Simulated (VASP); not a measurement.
# AlN (P6_3mc) in VASP: notebook

The runs below take AlN through single point, relaxation of the atoms, with LDA.

All numbers are computed with VASP 6.6.1; they aren't measurements. Logs are shortened: lines on timing, memory, paths and dates and some standing lists are left out, and cuts for length are marked.

### 1 The cell of the first run

Symmetry: P6_3mc, No. 186, hexagonal system. Conventional cell: a = 3.089 Å, b = 3.089 Å, c = 5.141 Å, α = 90.00°, β = 90.00°, γ = 120.00°. Al (site symmetry 3m) has 4 N at 1.89 to 1.93 Å within 2.5 Å. N (site symmetry 3m) has 4 Al at 1.89 to 1.93 Å within 2.5 Å.

### 2 Single point, LDA (engineering shear strain xz +0.0000, normal strain along z +0.0400)

File INCAR:

```
  ALGO = Normal
  EDIFF = 1E-7
  ENCUT = 520
  GGA = CA
  ISIF = 2
  ISMEAR = 0
  LASPH = T
  LCHARG = T
  LELF = T
  LREAL = F
  LVHAR = T
  LWAVE = F
  NBANDS = 16
  NELM = 80
  PREC = Accurate
  SIGMA = 0.05
```

File KPOINTS:

```
k-points
0
Gamma
  9 9 6
```

File POSCAR:

```
AlN
1.0
    3.0886152983      0.0000000000      0.0000000000
   -1.5443076491      2.6748193108      0.0000000000
    0.0000000000      0.0000000000      5.1413276366
Al N
2 2
Direct
    0.3333333333      0.6666666667      0.0046469822
    0.6666666667      0.3333333333      0.5046469822
    0.3333333333      0.6666666667      0.3803530178
    0.6666666667      0.3333333333      0.8803530178
```

Potentials or basis: VASP PAW LDA potentials, release 64 (Al, N).

Command:

```bash
> cat potpaw_LDA.64/Al/POTCAR potpaw_LDA.64/N/POTCAR > POTCAR
> mpirun -np 1 vasp_std > vasp.out
```

OUTCAR:

```text
EDIFF = 1E-7
   ENCUT = 520
   GGA = CA
   ISIF = 2
   ISMEAR = 0
   LASPH = T
   LREAL = F
   NELM = 80
   PREC = Accurate

 ion  position               nearest neighbor table
   1  0.333  0.667  0.005-   4 1.89   4 1.89   4 1.89   3 1.93   2 3.13   2 3.13   2 3.13   2 3.13
                             2 3.13   2 3.13
   2  0.667  0.333  0.505-   3 1.89   3 1.89   3 1.89   4 1.93   1 3.13   1 3.13   1 3.13   1 3.13
                             1 3.13   1 3.13
   3  0.333  0.667  0.380-   2 1.89   2 1.89   2 1.89   1 1.93
   4  0.667  0.333  0.880-   1 1.89   1 1.89   1 1.89   2 1.93

  LATTYP: Found a hexagonal cell.
 ALAT       =     3.0886152983
 C/A-ratio  =     1.6646060257

  Lattice vectors:

 A1 = (   3.0886152983,   0.0000000000,   0.0000000000)
 A2 = (  -1.5443076491,   2.6748193108,   0.0000000000)
 A3 = (   0.0000000000,   0.0000000000,   5.1413276366)

Analysis of symmetry for initial positions (statically):
=====================================================================
 Subroutine PRICEL returns:
 Original cell was already a primitive cell.

 Routine SETGRP: Setting up the symmetry group for a
 hexagonal supercell.

 Subroutine GETGRP returns: Found 12 space group operations
 (whereof  6 operations were pure point group operations)
 out of a pool of 24 trial point group operations.

The static configuration has the point symmetry C_3v.
 The point group associated with its full space group is C_6v.

Analysis of symmetry for dynamics (positions and initial velocities):
=====================================================================
 Subroutine PRICEL returns:
 Original cell was already a primitive cell.

 Routine SETGRP: Setting up the symmetry group for a
 hexagonal supercell.

 Subroutine GETGRP returns: Found 12 space group operations
 (whereof  6 operations were pure point group operations)
 out of a pool of 24 trial point group operations.

The dynamic configuration has the point symmetry C_3v.
 The point group associated with its full space group is C_6v.

 Subroutine INISYM returns: Found 12 space group operations
 (whereof  6 operations are pure point group operations),
 and found     1 'primitive' translations

----------------------------------------------------------------------------------------

                                     Primitive cell

  volume of cell :      42.4750

  direct lattice vectors                    reciprocal lattice vectors
     3.088615298  0.000000000  0.000000000     0.323769684  0.186928514  0.000000000
    -1.544307649  2.674819311  0.000000000     0.000000000  0.373857029  0.000000000
     0.000000000  0.000000000  5.141327637     0.000000000  0.000000000  0.194502290

  length of vectors
     3.088615298  3.088615298  5.141327637     0.373857029  0.373857029  0.194502290

  position of ions in fractional coordinates (direct lattice)
     0.333333333  0.666666667  0.004646982
     0.666666667  0.333333333  0.504646982
     0.333333333  0.666666667  0.380353018
     0.666666667  0.333333333  0.880353018

  ion indices of the primitive-cell ions
   primitive index   ion index
                 1           1
                 2           2
                 3           3
                 4           4

----------------------------------------------------------------------------------------

 KPOINTS: k-points

Automatic generation of k-mesh.
 Grid dimensions read from file:
 generate k-points for:    9    9    6

 Generating k-lattice:

  Cartesian coordinates                     Fractional coordinates (reciprocal lattice)
     0.035974409  0.020769835  0.000000000     0.111111111  0.000000000  0.000000000
     0.000000000  0.041539670  0.000000000     0.000000000  0.111111111  0.000000000
     0.000000000  0.000000000  0.032417048     0.000000000  0.000000000  0.166666667

  Length of vectors
     0.041539670  0.041539670  0.032417048

  Shift w.r.t. Gamma in fractional coordinates (k-lattice)
     0.000000000  0.000000000  0.000000000

 Subroutine IBZKPT returns following result:
 ===========================================

 Found     48 irreducible k-points:

 Following reciprocal coordinates:
            Coordinates               Weight
  0.000000  0.000000  0.000000      1.000000
  0.111111  0.000000  0.000000      6.000000
  0.222222  0.000000  0.000000      6.000000
  0.333333  0.000000  0.000000      6.000000
  0.444444  0.000000  0.000000      6.000000
  0.111111  0.111111  0.000000      6.000000
[... 16 lines left out ...]
  0.333333  0.222222  0.166667     24.000000
  0.333333  0.333333  0.166667      4.000000
 [... further k-points ...]
   k-points           NKPTS =     48   k-points in BZ     NKDIM =     48   number of bands    NBANDS=     16
   number of dos      NEDOS =    301   number of ions     NIONS =      4
   total plane-waves  NPLWV =  23040
   dimension x,y,z NGX =    24 NGY =   24 NGZ =   40
   dimension x,y,z NGXF=    48 NGYF=   48 NGZF=   80
   ions per type =               2   2
   NGX,Y,Z   is equivalent  to a cutoff of  12.92, 12.92, 12.93 a.u.
   NGXF,Y,Z  is equivalent  to a cutoff of  25.84, 25.84, 25.87 a.u.
 SYSTEM =  unknown system
   PREC   = accura    normal or accurate (medium, high low for compatibility)
   ISTART =      0    job   : 0-new  1-cont  2-samecut
   ICHARG =      2    charge: 1-file 2-atom 10-const
   ISPIN  =      1    spin polarized calculation?
   LNONCOLLINEAR =      F non collinear calculations
   LSORBIT =      F    spin-orbit coupling
   LASPH  =      T    aspherical Exc in radial PAW
   ENCUT  =  520.0 eV  38.22 Ry    6.18 a.u.   5.74  5.74  9.56*2*pi/ulx,y,z
   NELM   =     80;   NELMIN=  2; NELMDL= -5     # of ELM steps
   EDIFF  = 0.1E-06   stopping-criterion for ELM
   LREAL  =      F    real-space projection
   EDIFFG = 0.1E-05   stopping-criterion for IOM
   NSW    =      0    number of steps for IOM
   IBRION =     -1    ionic relax: 0-MD 1-quasi-New 2-CG
   NFREE  =      0    steps in history (QN), initial steepest desc. (CG)
   ISIF   =      2    stress and relaxation
   ISYM   =      2    0-nonsym 1-usesym 2-fastsym
   POTIM  = 0.5000    time-step for ionic-motion
   TEBEG  =    0.0;   TEEND  =   0.0 temperature during run
   PSTRESS=    0.0 pullay stress
   NELECT =      16.0000    total number of electrons
   NUPDOWN=      -1.0000    fix difference up-down
   EMIN   =  10.00;   EMAX   =-10.00  energy-range for DOS
   EFERMI =   0.00;   METHOD = LEGACY
   ISMEAR =     0;   SIGMA  =   0.05  broadening in eV -4-tet -1-fermi 0-gaus
   EFERMI_NEDOS =   21; number of points for ismear=-14 and -15
   IALGO  =     38    algorithm
   IMIX   =      4    mixing-type and parameters
     AMIX     =   0.40;   BMIX     =  1.00
     AMIX_MAG =   1.60;   BMIX_MAG =  1.00
  volume/ion in A,a.u.               =      10.62        71.66
  Fermi-wavevector in a.u.,A,eV,Ry     =   1.182325  2.234271 19.019490  1.397893
  Thomas-Fermi vector in A             =   2.318582
   LORBIT       =      0    0 simple, 1 ext, 2 COOP (PROOUT), +10 PAW based schemes
   GGA     = CA    functional components
   LHFCALC =     F    Hartree Fock is set to
   AEXX    =    0.0000 exact exchange contribution
   IVDW    =     0    specifies the selected vdW correction
   LEPSILON=     F    determine dielectric tensor
   LRPA    =     F    only Hartree local field effects (RPA)
 non-spin polarized calculation
 Gauss-broadening in eV      SIGMA  =   0.05
  energy-cutoff  :      520.00
  volume of cell :       42.48
 maximum number of plane-waves:      1172
 NGX is ok and might be reduce to    24
   NGX = 11   NGY = 11   NGZ = 19

 number of electron      16.0000002 magnetization

 Free energy of the ion-electron system (eV)
  ---------------------------------------------------
  ext. energy  EPLUGINS =         0.00000000
  ---------------------------------------------------
  free energy    TOTEN  =       -32.77217141 eV

  energy without entropy =      -32.77217141  energy(sigma->0) =      -32.77217141

 E-fermi :   5.8989     XC(G=0): -11.1743

 val. band max:        5.6151301817   @ k =   0.0000   0.0000   0.0000
 cond. band min:       9.7405965070   @ k =   0.0000   0.0000   0.0000
 fundamental gap:      4.1254663253
 Fermi energy:         5.8988878397

 k-point     1 :       0.0000    0.0000    0.0000
  band No.  band energies     occupation
      1      -9.1954      2.00000
      2      -7.1857      2.00000
      3      -0.3861      2.00000
      4       5.0658      2.00000
      5       5.0658      2.00000
      6       5.4999      2.00000
[... 8 lines left out ...]
     15      18.7299      0.00000
     16      18.7299      0.00000

 k-point     2 :       0.1111    0.0000    0.0000
  band No.  band energies     occupation
      1      -9.0332      2.00000
      2      -7.0853      2.00000
      3      -0.1939      2.00000
      4       4.3338      2.00000
      5       4.8675      2.00000
      6       4.9134      2.00000
[... 8 lines left out ...]
     15      18.4015      0.00000
     16      18.7034      0.00000

 k-point     3 :       0.2222    0.0000    0.0000
  band No.  band energies     occupation
      1      -8.5722      2.00000
      2      -6.8271      2.00000
      3       0.3640      2.00000
      4       2.7792      2.00000
      5       3.6088      2.00000
      6       4.4591      2.00000
[... 8 lines left out ...]
     15      17.6775      0.00000
     16      18.6941      0.00000

 k-point     4 :       0.3333    0.0000    0.0000
  band No.  band energies     occupation
      1      -7.9068      2.00000
      2      -6.5556      2.00000
      3       1.1844      2.00000
      4       1.3236      2.00000
      5       2.3685      2.00000
      6       4.0774      2.00000
[... 8 lines left out ...]
     15      17.4770      0.00000
     16      19.9946      0.00000
[... 324 lines left out ...]
 k-point    22 :       0.2222    0.2222    0.1667
  band No.  band energies     occupation
      1      -7.4919      2.00000
      2      -6.5362      2.00000
      3       1.1726      2.00000
      4       1.4267      2.00000
      5       2.5585      2.00000
      6       3.1579      2.00000
[... 8 lines left out ...]
     15      17.6682      0.00000
     16      20.3342      0.00000

 k-point    23 :       0.3333    0.2222    0.1667
  band No.  band energies     occupation
      1      -6.9547      2.00000
      2      -6.4847      2.00000
      3       0.7735      2.00000
      4       1.4201      2.00000
      5       2.2991      2.00000
      6       3.1719      2.00000
[... 8 lines left out ...]
     15      18.3760      0.00000
     16      20.1165      0.00000

 k-point    24 :       0.3333    0.3333    0.1667
  band No.  band energies     occupation
      1      -6.6149      2.00000
      2      -6.6149      2.00000
      3       1.1057      2.00000
      4       1.5856      2.00000
      5       1.5856      2.00000
      6       2.9522      2.00000
[... 8 lines left out ...]
     15      18.7167      0.00000
     16      20.4854      0.00000

 [... further k-points ...]
[... 5 lines left out ...]
  --------------------------------------------------------------------------------------
  -------------------------------------------------------------------------------------
  Total       -0.8024367     -0.8024367     -3.7765853     -0.0000000      0.0000000      0.0000000
  in kB      -30.2682843    -30.2682843   -142.4545540     -0.0000000      0.0000000      0.0000000
  external PRESSURE =     -67.6637075 kB  Pullay stress =       0.0000000 kB

 VOLUME and BASIS-vectors are now :
 -----------------------------------------------------------------------------
  energy-cutoff  :      520.00
  volume of cell :       42.48
      direct lattice vectors                 reciprocal lattice vectors
     3.088615298  0.000000000  0.000000000     0.323769684  0.186928514  0.000000000
    -1.544307649  2.674819311  0.000000000     0.000000000  0.373857029  0.000000000
     0.000000000  0.000000000  5.141327637     0.000000000  0.000000000  0.194502290

 POSITION                                       TOTAL-FORCE (eV/Angst)
 -----------------------------------------------------------------------------------
     -0.00000      1.78321      0.02389        -0.000000      0.000000      0.007190
      1.54431      0.89161      2.59456         0.000000      0.000000      0.007190
     -0.00000      1.78321      1.95552         0.000000      0.000000     -0.007190
      1.54431      0.89161      4.52618        -0.000000      0.000000     -0.007190
 -----------------------------------------------------------------------------------
    total drift:                               -0.000000      0.000000      0.000546

  FREE ENERGIE OF THE ION-ELECTRON SYSTEM (eV)
  ---------------------------------------------------
  free  energy   TOTEN  =       -32.7721714128 eV

  energy  without entropy=      -32.7721714128  energy(sigma->0) =      -32.77217141
```

It took 22 s on 1 thread of Intel Xeon Platinum 8259CL at 2.50GHz (Skylake/Cascade Lake), shared host; peak memory 0.15 GiB.

Results:

| Item | Value |
| --- | --- |
| Free energy | -32.7722 eV |
| Pressure | -6.8 GPa |
| Largest force | 0.007 eV/Å |
| Band gap on the k mesh | 4.13 eV, direct |

Forces on the atoms (eV/Å):
```
Al   0.000  0.000  0.007
Al   0.000  0.000  0.007
N    0.000  0.000 -0.007
N    0.000  0.000 -0.007
```

Caveat: the cell differs from its parent crystal (engineering shear strain xz +0.0000, normal strain along z +0.0400).

### 3 Relaxation of the atoms, LDA (engineering shear strain xz +0.0000, normal strain along z +0.0267)

File INCAR:

```
SYSTEM = AlN
PREC = Accurate
ENCUT = 520
EDIFF = 1E-6
ISMEAR = 0
SIGMA = 0.05
LREAL = .FALSE.
LASPH = .TRUE.
NELM = 60
ALGO = Normal
ISIF = 2
LWAVE = .FALSE.
LCHARG = .FALSE.
IBRION = 2
NSW = 50
EDIFFG = -0.01
```

File KPOINTS:

```
Automatic mesh
0
G
  9 9 6
  0 0 0
```

File POSCAR:

```
AlN
1.0
    3.0886152983      0.0000000000      0.0000000000
   -1.5443076491      2.6748193108      0.0000000000
    0.0000000000      0.0000000000      5.0755779659
Al N
2 2
Direct
    0.3333333333      0.6666666667      0.0015210172
    0.6666666667      0.3333333333      0.5015210172
    0.3333333333      0.6666666667      0.3834789828
    0.6666666667      0.3333333333      0.8834789828
```

Potentials or basis: VASP PAW LDA potentials, release 64 (Al, N).

Command:

```bash
> cat potpaw_LDA.64/Al/POTCAR potpaw_LDA.64/N/POTCAR > POTCAR
> mpirun -np 1 vasp_std > vasp.out
```

Run time: 27 s. Hardware: 1 thread of Intel Xeon 6975P-C, shared host; peak memory 0.15 GiB.

It converged, with:

| Item | Value |
| --- | --- |
| Free energy | -32.8118 eV |
| Energy gained by relaxing | 1.6 meV/atom |
| Ionic steps | 3 |
| Pressure after relaxing | -4.5 GPa |
| Band gap on the k mesh | 4.30 eV, direct |

Forces in eV/Å, atoms in the order of the input:
```
Al   0.000  0.000  0.002
Al   0.000  0.000  0.002
N    0.000  0.000 -0.002
N    0.000  0.000 -0.002
```

Stress tensor (GPa, compression positive):
```
-2.00  0.00  0.00
 0.00 -2.00  0.00
 0.00  0.00 -9.37
```

Step by step:
```
step  energy change (eV)  largest force (eV/Å)  pressure (GPa)
   1              0.0000                0.2704           -4.35
   2             -0.0064                0.0345           -4.47
   3             -0.0065                0.0021           -4.46
```

Final structure:
```yaml
crystal:
  lattice:
    - [3.08862, 0.00000, 0.00000]
    - [-1.54431, 2.67482, 0.00000]
    - [0.00000, 0.00000, 5.07558]
  atoms:
    - { symbol: Al, position: [0.33333, 0.66667, 0.00382] }
    - { symbol: Al, position: [0.66667, 0.33333, 0.50382] }
    - { symbol: N, position: [0.33333, 0.66667, 0.38118] }
    - { symbol: N, position: [0.66667, 0.33333, 0.88118] }
```

Levels at points of the mesh, in eV from the valence-band top:
| k point | band 6 | band 7 | band 8 | band 9 | band 10 | band 11 |
| --- | --- | --- | --- | --- | --- | --- |
| (0.00, 0.00, 0.00) | -0.01 | 0.00 | 0.00 | 4.30 | 6.90 | 10.41 |
| (0.00, 0.00, 0.50) | -0.30 | -0.30 | -0.30 | 6.61 | 6.61 | 10.14 |

Caveat: the cell differs from its parent crystal (engineering shear strain xz +0.0000, normal strain along z +0.0267).

(Continued in part 2 of 2.)
